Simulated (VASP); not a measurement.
Here is a VASP 6.6.1 calculation.

POSCAR

```
C
1.0
    0.0000000000      1.7833800000      1.7833800000
    1.7833800000      0.0000000000      1.7833800000
    1.7833800000      1.7833800000      0.0000000000
C
2
Direct
    0.5000000000      0.5000000000      0.5000000000
    0.7500000000      0.7500000000      0.7500000000
```

Contents of INCAR.step1:

```
SYSTEM = C
  ALGO = Normal
  EDIFF = 1E-4
  ENCUT = 520
  GGA = PE
  ISMEAR = 0
  LASPH = .TRUE.
  LCHARG = .FALSE.
  LREAL = .FALSE.
  LWAVE = .TRUE.
  NBANDS = 11
  NELM = 80
  PREC = Accurate
  SIGMA = 0.01
```

INCAR.step2

```
SYSTEM = C
  ALGO = Normal
  EDIFF = 1E-7
  ENCUT = 520
  ISIF = 2
  ISMEAR = 0
  ISTART = 1
  LASPH = .TRUE.
  LCHARG = .FALSE.
  LMIXTAU = .TRUE.
  LREAL = .FALSE.
  LWAVE = .FALSE.
  METAGGA = R2SCAN
  NBANDS = 11
  NELM = 80
  PREC = Accurate
  SIGMA = 0.01
```

File KPOINTS:

```
k-points
0
G
  12 12 12
  0 0 0
```

Potentials or basis: VASP PAW PBE potentials, release 64 (C).

Command:

```bash
$ cat potpaw_PBE.64/C/POTCAR > POTCAR
$ cp INCAR.step1 INCAR
$ mpirun -np 1 vasp_std > vasp.out
$ cp INCAR.step2 INCAR
$ mpirun -np 1 vasp_std > vasp.out
```

(1) Predict the pressure.

(2) What does it give for the band gap on the k mesh?

Answers

(1) -1.3 GPa.

(2) 4.34 eV, indirect (least direct gap 5.84 eV).

Caveat: the PAW data sets were made with another functional, which shifts forces and pressure a little.
